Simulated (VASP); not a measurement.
# GePtBr6 in VASP: single point with PBEsol

Aim: the single point of GePtBr6 with PBEsol.

Program: VASP 6.6.1. These are calculated values, not measurements. Logs are shortened: lines on timing, memory, paths and dates and some standing lists are left out, and cuts for length are marked.

## (1) The cell of the first run

The typed cell holds 8 atoms: a = 6.976 Å, b = 6.977 Å, c = 6.966 Å, α = 110.02°, β = 110.09°, γ = 110.10°.

## (2) Single point, PBEsol

INCAR

```
ALGO     = Normal         # electronic algorithm
EDIFF    = 1E-6           # SCF threshold, eV
ENCUT    = 520            # plane-wave cutoff, eV
GGA      = PS             # functional
ISIF     = 2              # what is computed and relaxed
ISMEAR   = -1             # smearing method
LASPH    = True           # aspherical terms in the spheres
LCHARG   = True           # write CHGCAR
LELF     = True           # ELF
LREAL    = False          # projectors in reciprocal space
LVHAR    = True         
LWAVE    = False          # write WAVECAR
NBANDS   = 43             # bands
NELM     = 100            # most SCF steps
PREC     = Accurate       # precision mode
SIGMA    = 0.05           # smearing width, eV
```

KPOINTS

```
k-points
0
Gamma
  4 4 4
```

POSCAR

```
GePtBr6
1.0
    5.7178235828      3.2992255484      2.2544755053
   -5.7188102788      3.2974824331      2.2592959364
   -0.0020985650     -6.5921633858      2.2505166022
Ge Pt Br
1 1 6
Direct
    0.0001843054      0.0006882873      0.0022798004
    0.5002449352      0.5006992847      0.5022891588
    0.4826464312      0.2341166545      0.1445855302
    0.2339346182      0.1434656711      0.4853020322
    0.8580338833      0.5186368451      0.7693529224
    0.7665299221      0.8579043605      0.5192163469
    0.5178837820      0.7673512076      0.8600103771
    0.1424403204      0.4827377170      0.2351433965
```

Potentials or basis: VASP PAW PBE potentials, release 64 (Ge_d, Pt, Br).

The run is started by

```bash
cat potpaw_PBE.64/Ge_d/POTCAR potpaw_PBE.64/Pt/POTCAR potpaw_PBE.64/Br/POTCAR > POTCAR
mpirun -np 1 vasp_std > vasp.out
```

OUTCAR:

```text
EDIFF = 1E-6
   ENCUT = 520
   GGA = PS
   ISIF = 2
   ISMEAR = -1
   LASPH = True
   LREAL = False
   NELM = 100
   PREC = Accurate

 ion  position               nearest neighbor table
   1  0.000  0.001  0.002-   4 2.79   7 2.79   8 2.79   6 2.79   5 2.79   3 2.79
   2  0.500  0.501  0.502-   4 2.48   6 2.48   5 2.48   3 2.48   7 2.48   8 2.48
   3  0.483  0.234  0.145-   2 2.48   1 2.79
   4  0.234  0.143  0.485-   2 2.48   1 2.79
   5  0.858  0.519  0.769-   2 2.48   1 2.79
   6  0.767  0.858  0.519-   2 2.48   1 2.79
   7  0.518  0.767  0.860-   2 2.48   1 2.79
   8  0.142  0.483  0.235-   2 2.48   1 2.79

  LATTYP: Found a triclinic cell.
 ALAT       =    18.0452097293
 B/A-ratio  =     0.6337767852
 C/A-ratio  =     0.3748524055
 COS(alpha) =     0.0008774978
 COS(beta)  =     0.2504954263
 COS(gamma) =     0.9509419141

  Lattice vectors:

 A1 = (  17.1575427054,   3.2964240680,  -4.5146329697)
 A2 = (  11.4366338616,   0.0017431153,  -0.0048204311)
 A3 = (   0.0030852610,  -0.0045445957,  -6.7642880439)

Analysis of symmetry for initial positions (statically):
=====================================================================
 Subroutine PRICEL returns:
 Original cell was already a primitive cell.

 Routine SETGRP: Setting up the symmetry group for a
 triclinic supercell.

 Subroutine GETGRP returns: Found  1 space group operations
 (whereof  1 operations were pure point group operations)
 out of a pool of  2 trial point group operations.

The static configuration has the point symmetry C_1 .

Analysis of symmetry for dynamics (positions and initial velocities):
=====================================================================
 Subroutine PRICEL returns:
 Original cell was already a primitive cell.

 Routine SETGRP: Setting up the symmetry group for a
 triclinic supercell.

 Subroutine GETGRP returns: Found  1 space group operations
 (whereof  1 operations were pure point group operations)
 out of a pool of  2 trial point group operations.

The dynamic configuration has the point symmetry C_1 .

 Subroutine INISYM returns: Found  1 space group operations
 (whereof  1 operations are pure point group operations),
 and found     1 'primitive' translations

----------------------------------------------------------------------------------------

                                     Primitive cell

  volume of cell :     255.0456

  direct lattice vectors                    reciprocal lattice vectors
     5.717823583  3.299225548  2.254475505     0.087492941  0.050444069  0.147841234
    -5.718810279  3.297482433  2.259295936    -0.087383728  0.050472502  0.147761452
    -0.002098565 -6.592163386  2.250516602     0.000077765 -0.101202202  0.147903247

  length of vectors
     6.975747669  6.977291705  6.965733808     0.179043707  0.178932490  0.179212896

  position of ions in fractional coordinates (direct lattice)
     0.000184305  0.000688287  0.002279800
     0.500244935  0.500699285  0.502289159
     0.482646431  0.234116654  0.144585530
     0.233934618  0.143465671  0.485302032
     0.858033883  0.518636845  0.769352922
     0.766529922  0.857904361  0.519216347
     0.517883782  0.767351208  0.860010377
     0.142440320  0.482737717  0.235143396

  ion indices of the primitive-cell ions
   primitive index   ion index
                 1           1
                 2           2
                 3           3
                 4           4
                 5           5
                 6           6
                 7           7
                 8           8

----------------------------------------------------------------------------------------

 KPOINTS: k-points

Automatic generation of k-mesh.
 Grid dimensions read from file:
 generate k-points for:    4    4    4

 Generating k-lattice:

  Cartesian coordinates                     Fractional coordinates (reciprocal lattice)
     0.021873235  0.012611017  0.036960308     0.250000000 -0.000000000  0.000000000
    -0.021845932  0.012618126  0.036940363    -0.000000000  0.250000000  0.000000000
     0.000019441 -0.025300551  0.036975812     0.000000000  0.000000000  0.250000000

  Length of vectors
     0.044760927  0.044733123  0.044803224

  Shift w.r.t. Gamma in fractional coordinates (k-lattice)
     0.000000000  0.000000000  0.000000000

 Subroutine IBZKPT returns following result:
 ===========================================

 Found     36 irreducible k-points:

 Following reciprocal coordinates:
            Coordinates               Weight
  0.000000  0.000000  0.000000      1.000000
  0.250000  0.000000 -0.000000      2.000000
  0.500000  0.000000 -0.000000      1.000000
  0.000000  0.250000  0.000000      2.000000
  0.250000  0.250000  0.000000      2.000000
  0.500000  0.250000 -0.000000      2.000000
[... 16 lines left out ...]
  0.000000 -0.250000  0.250000      2.000000
  0.250000 -0.250000  0.250000      2.000000
 [... further k-points ...]
   k-points           NKPTS =     36   k-points in BZ     NKDIM =     36   number of bands    NBANDS=     43
   number of dos      NEDOS =    301   number of ions     NIONS =      8
   total plane-waves  NPLWV = 157464
   dimension x,y,z NGX =    54 NGY =   54 NGZ =   54
   dimension x,y,z NGXF=   108 NGYF=  108 NGZF=  108
   ions per type =               1   1   6
   NGX,Y,Z   is equivalent  to a cutoff of  12.87, 12.87, 12.89 a.u.
   NGXF,Y,Z  is equivalent  to a cutoff of  25.74, 25.73, 25.78 a.u.
 SYSTEM =  unknown system
   PREC   = accura    normal or accurate (medium, high low for compatibility)
   ISTART =      0    job   : 0-new  1-cont  2-samecut
   ICHARG =      2    charge: 1-file 2-atom 10-const
   ISPIN  =      1    spin polarized calculation?
   LNONCOLLINEAR =      F non collinear calculations
   LSORBIT =      F    spin-orbit coupling
   LASPH  =      T    aspherical Exc in radial PAW
   ENCUT  =  520.0 eV  38.22 Ry    6.18 a.u.  12.97 12.97 12.95*2*pi/ulx,y,z
   NELM   =    100;   NELMIN=  2; NELMDL= -5     # of ELM steps
   EDIFF  = 0.1E-05   stopping-criterion for ELM
   LREAL  =      F    real-space projection
   EDIFFG = 0.1E-04   stopping-criterion for IOM
   NSW    =      0    number of steps for IOM
   IBRION =     -1    ionic relax: 0-MD 1-quasi-New 2-CG
   NFREE  =      0    steps in history (QN), initial steepest desc. (CG)
   ISIF   =      2    stress and relaxation
   ISYM   =      2    0-nonsym 1-usesym 2-fastsym
   POTIM  = 0.5000    time-step for ionic-motion
   TEBEG  =    0.0;   TEEND  =   0.0 temperature during run
   PSTRESS=    0.0 pullay stress
   NELECT =      66.0000    total number of electrons
   NUPDOWN=      -1.0000    fix difference up-down
   EMIN   =  10.00;   EMAX   =-10.00  energy-range for DOS
   EFERMI =   0.00;   METHOD = LEGACY
   ISMEAR =    -1;   SIGMA  =   0.05  broadening in eV -4-tet -1-fermi 0-gaus
   EFERMI_NEDOS =   21; number of points for ismear=-14 and -15
   IALGO  =     38    algorithm
   IMIX   =      4    mixing-type and parameters
     AMIX     =   0.40;   BMIX     =  1.00
     AMIX_MAG =   1.60;   BMIX_MAG =  1.00
  volume/ion in A,a.u.               =      31.88       215.14
  Fermi-wavevector in a.u.,A,eV,Ry     =   1.043238  1.971435 14.807850  1.088346
  Thomas-Fermi vector in A             =   2.177939
   LORBIT       =      0    0 simple, 1 ext, 2 COOP (PROOUT), +10 PAW based schemes
   GGA     = PS    functional components
   LHFCALC =     F    Hartree Fock is set to
   AEXX    =    0.0000 exact exchange contribution
   IVDW    =     0    specifies the selected vdW correction
   LEPSILON=     F    determine dielectric tensor
   LRPA    =     F    only Hartree local field effects (RPA)
 non-spin polarized calculation
  energy-cutoff  :      520.00
  volume of cell :      255.05
 maximum number of plane-waves:      6898
 NGX is ok and might be reduce to    54
   NGX = 25   NGY = 25   NGZ = 25

 number of electron      65.9999998 magnetization

 Free energy of the ion-electron system (eV)
  ---------------------------------------------------
  ext. energy  EPLUGINS =         0.00000000
  ---------------------------------------------------
  free energy    TOTEN  =       -26.00957457 eV

  energy without entropy =      -26.00947233  energy(sigma->0) =      -26.00952345

 E-fermi :   1.0672     XC(G=0):  -8.2255

 val. band max:        0.6816066237   @ k =   0.0000   0.0000   0.0000
 cond. band min:       1.4089164038   @ k =   0.5000   0.5000   0.5000
 fundamental gap:      0.7273097801
 Fermi energy:         1.0672185380

 k-point     1 :       0.0000    0.0000    0.0000
  band No.  band energies     occupation
      1     -23.4079      2.00000
      2     -23.4075      2.00000
      3     -23.4075      2.00000
      4     -23.3968      2.00000
      5     -23.3967      2.00000
      6     -14.6030      2.00000
[... 35 lines left out ...]
     42       8.6082      0.00000
     43       8.6122      0.00000

 k-point     2 :       0.2500    0.0000   -0.0000
  band No.  band energies     occupation
      1     -23.4078      2.00000
      2     -23.4075      2.00000
      3     -23.4075      2.00000
      4     -23.3968      2.00000
      5     -23.3967      2.00000
      6     -14.5032      2.00000
[... 35 lines left out ...]
     42       8.0744      0.00000
     43       8.3629      0.00000

 k-point     3 :       0.5000    0.0000   -0.0000
  band No.  band energies     occupation
      1     -23.4077      2.00000
      2     -23.4075      2.00000
      3     -23.4074      2.00000
      4     -23.3968      2.00000
      5     -23.3967      2.00000
      6     -14.3448      2.00000
[... 35 lines left out ...]
     42       7.8806      0.00000
     43       8.0071      0.00000

 k-point     4 :       0.0000    0.2500    0.0000
  band No.  band energies     occupation
      1     -23.4078      2.00000
      2     -23.4075      2.00000
      3     -23.4075      2.00000
      4     -23.3968      2.00000
      5     -23.3967      2.00000
      6     -14.5037      2.00000
[... 863 lines left out ...]
     42       7.8731      0.00000
     43       8.0909      0.00000

 k-point    23 :       0.0000   -0.2500    0.2500
  band No.  band energies     occupation
      1     -23.4079      2.00000
      2     -23.4075      2.00000
      3     -23.4075      2.00000
      4     -23.3968      2.00000
      5     -23.3967      2.00000
      6     -14.5328      2.00000
[... 35 lines left out ...]
     42       8.1448      0.00000
     43       8.5741      0.00000

 k-point    24 :       0.2500   -0.2500    0.2500
  band No.  band energies     occupation
      1     -23.4078      2.00000
      2     -23.4075      2.00000
      3     -23.4075      2.00000
      4     -23.3968      2.00000
      5     -23.3967      2.00000
      6     -14.4610      2.00000
[... 35 lines left out ...]
     42       7.7751      0.00000
     43       8.3494      0.00000

 [... further k-points ...]

------------------------ aborting loop because EDIFF is reached ----------------------------------------

  FORCE on cell =-STRESS in cart. coord.  units (eV):
  Direction    XX          YY          ZZ          XY          YZ          ZX
  --------------------------------------------------------------------------------------
  -------------------------------------------------------------------------------------
  Total       -0.0140239     -0.0042591      0.0271491     -0.0071530     -0.0075085      0.0058363
  in kB       -0.0880971     -0.0267556      0.1705489     -0.0449343     -0.0471681      0.0366632
  external PRESSURE =       0.0185654 kB  Pullay stress =       0.0000000 kB

 VOLUME and BASIS-vectors are now :
 -----------------------------------------------------------------------------
  energy-cutoff  :      520.00
  volume of cell :      255.05
      direct lattice vectors                 reciprocal lattice vectors
     5.717823583  3.299225548  2.254475505     0.087492941  0.050444069  0.147841234
    -5.718810279  3.297482433  2.259295936    -0.087383728  0.050472502  0.147761452
    -0.002098565 -6.592163386  2.250516602     0.000077765 -0.101202202  0.147903247

 POSITION                                       TOTAL-FORCE (eV/Angst)
 -----------------------------------------------------------------------------------
     -0.00289     -0.01215      0.00710         0.000666      0.000135      0.000069
     -0.00415     -0.00970      3.38943        -0.001037      0.001795     -0.001038
      1.42051      1.41122      1.94245         0.002676      0.003410      0.001642
      0.51613     -1.95431      1.94371         0.001895     -0.006059      0.002538
      1.93849     -0.53066      4.83761         0.005222     -0.000306     -0.003145
     -0.52440      1.93512      4.83489        -0.002177      0.005498     -0.001858
     -1.42897     -1.43039      4.83670        -0.002699     -0.003896     -0.002607
     -1.94673      0.51166      1.94097        -0.004547     -0.000576      0.004399
 -----------------------------------------------------------------------------------
    total drift:                               -0.000201     -0.001435     -0.000805

  FREE ENERGIE OF THE ION-ELECTRON SYSTEM (eV)
  ---------------------------------------------------
  free  energy   TOTEN  =       -26.0095745741 eV

  energy  without entropy=      -26.0094723261  energy(sigma->0) =      -26.00952345
```

Wall time 8.8 min (1 thread of Intel Xeon Platinum 8259CL at 2.50GHz (Skylake/Cascade Lake), shared host); peak memory 0.64 GiB.

What came out:

| Quantity | Value |
| --- | --- |
| Free energy | -26.0096 eV |
| Pressure | 0.0 GPa |
| Largest force | 0.007 eV/Å |
| Band gap on the k mesh | 0.73 eV (least direct gap 0.88 eV) |

Forces in eV/Å, atoms in the order of the input:
```
Ge   0.001  0.000  0.000
Pt  -0.001  0.002 -0.001
Br   0.003  0.003  0.002
Br   0.002 -0.006  0.003
Br   0.005  0.000 -0.003
Br  -0.002  0.005 -0.002
Br  -0.003 -0.004 -0.003
Br  -0.005 -0.001  0.004
```

Caveat: the PAW data sets were made with another functional, which shifts forces and pressure a little; spin-orbit coupling is left out, which moves the levels of the heavy elements.
